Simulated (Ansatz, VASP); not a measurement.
One calculation of BePt, two programs

```xyz
2
Lattice="0.0000 2.3088 2.3088 2.3088 0.0000 2.3088 2.3088 2.3088 0.0000" Properties=species:S:1:pos:R:3 pbc="T T T"
Be    0.0000    0.0000    0.0000
Pt    2.3088    2.3088    2.3088
```

Alike in both runs: task single point; functional PBE; k mesh 20 × 20 × 20; occupations gaussian, width 0.1 eV; no spin polarisation.

|  | VASP | Ansatz |
| --- | --- | --- |
| version | VASP 6.6.1 | Ansatz 0.2.0 |
| potentials or method | VASP PAW PBE potentials, release 64 (Be, Pt), cutoff 520 eV | scalar-relativistic, plane waves, PAW |
| valence electrons in the cell | 12 | 20 |

```csv
,VASP,Ansatz,Ansatz less VASP
gap on the k mesh at the Fermi level (eV),none,none,-
pressure (GPa),5.2,5.2,-0.01
```

A gap of «none» marks a metal or a gap that the smearing closes. The functional is the same, so the differences come from potentials, cutoffs and numerics. VASP's potentials hold 12 valence electrons a cell and Ansatz's 20, so a difference there can come from the potentials and not from the codes.

Neither program's run includes spin-orbit coupling.
